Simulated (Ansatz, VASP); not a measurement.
# Rb: VASP beside Ansatz

INCAR

```
SYSTEM = Rb
ALGO = Normal
EDIFF = 1E-7
ENCUT = 520
GGA = PE
ISIF = 2
ISMEAR = -1
LASPH = .TRUE.
LCHARG = .FALSE.
LREAL = .FALSE.
LWAVE = .FALSE.
NBANDS = 10
NELM = 100
PREC = Accurate
SIGMA = 0.1
```

File KPOINTS:

```
k-points
0
G
  11 11 11
  0 0 0
```

POSCAR

```
Rb
1.0
    4.4983114074      0.0000000000      0.0000000000
    0.0000000000      4.4983114074      0.0000000000
    0.0000000000      0.0000000000      4.4983114074
Rb
1
Direct
    0.0000000000      0.0000000000      0.0000000000
```

Input for Ansatz:

```yaml
crystal:
  lattice:
    - [4.4983114074, 0.0, 0.0]
    - [0.0, 4.4983114074, 0.0]
    - [0.0, 0.0, 4.4983114074]
  atoms:
    - { symbol: Rb, position: [0.0, 0.0, 0.0] }
hamiltonian:
  xc: pbe
  pseudopotentials:
    kind: paw
    azcp:
      Rb: "pseudopotentials/Rb.paw.azcp"
basis:
  ecutwfc: 420
  fft_grid_basis: typed
kpoints:
  mp_grid: { grid: [11, 11, 11], shift: [0, 0, 0] }
magnetization:
  spin_polarized: false
scf:
  occupations: { method: fermi_dirac, width: 0.1 }
output:
  stress: true
```

Alike in both runs: task single point; functional PBE; k mesh 11 × 11 × 11; occupations fermi-dirac, width 0.1 eV; no spin polarisation.

|  | VASP | Ansatz |
| --- | --- | --- |
| version | VASP 6.6.1 | Ansatz 0.2.0 |
| potentials or method | VASP PAW PBE potentials, release 64 (Rb_sv), cutoff 520 eV | plane waves (420 eV) with PAW, scalar-relativistic |
| valence electrons in the cell | 9 | 9 |

|  | VASP | Ansatz | Ansatz less VASP |
| --- | --- | --- | --- |
| pressure (GPa) | 0.2 | 0.2 | 0.00 |
